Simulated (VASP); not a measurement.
AlCr2Si2, 5 atoms in the cell. It takes space group Cmmm (No. 65, orthorhombic). Conventional cell: a = 3.280 Å, b = 12.339 Å, c = 3.313 Å, α = 90.00°, β = 90.00°, γ = 90.00°. Cr (site symmetry m2m) has 6 Si at 2.44 to 2.46 Å and 4 Al at 2.95 Å and 6 Cr at 3.03 to 3.31 Å within 3.4 Å. Al (site symmetry mmm) has 2 Si at 2.54 Å and 8 Cr at 2.95 Å and 4 Al at 3.28 to 3.31 Å within 3.4 Å. Si (site symmetry m2m) has 2 Si at 1.97 Å and 6 Cr at 2.44 to 2.46 Å and 1 Al at 2.54 Å within 2.6 Å. 

```yaml
Program: VASP 6.6.1
Task: single point
Functional: r2SCAN
Potentials_or_basis: VASP PAW PBE potentials, release 64 (Cr_pv, Al, Si)
Cutoff: 520 eV
k_mesh: 9 × 9 × 8
Occupations: fermi-dirac, width 0.1 eV
Spin: no spin polarisation
Dipole_correction: no
Further_INCAR_settings: ALGO = Normal; EDIFF = 1e-07; NBANDS = 26
```

Potentials or basis: VASP PAW PBE potentials, release 64 (Cr_pv, Al, Si).

The run is started by

```bash
$ cat potpaw_PBE.64/Cr_pv/POTCAR potpaw_PBE.64/Al/POTCAR potpaw_PBE.64/Si/POTCAR > POTCAR
$ cp INCAR.step1 INCAR
$ mpirun -np 1 vasp_std > vasp.out
$ cp INCAR.step2 INCAR
$ mpirun -np 1 vasp_std > vasp.out
```

Hardware: 1 thread of Intel(R) Xeon(R) Platinum 8488C (Sapphire Rapids), with other jobs on the host.

Q: How long does it take, and how much memory?

A: Run time: 6.7 min on 1 thread of Intel(R) Xeon(R) Platinum 8488C (Sapphire Rapids), on a shared host, peak memory 0.32 GiB. Counts: k points 125.
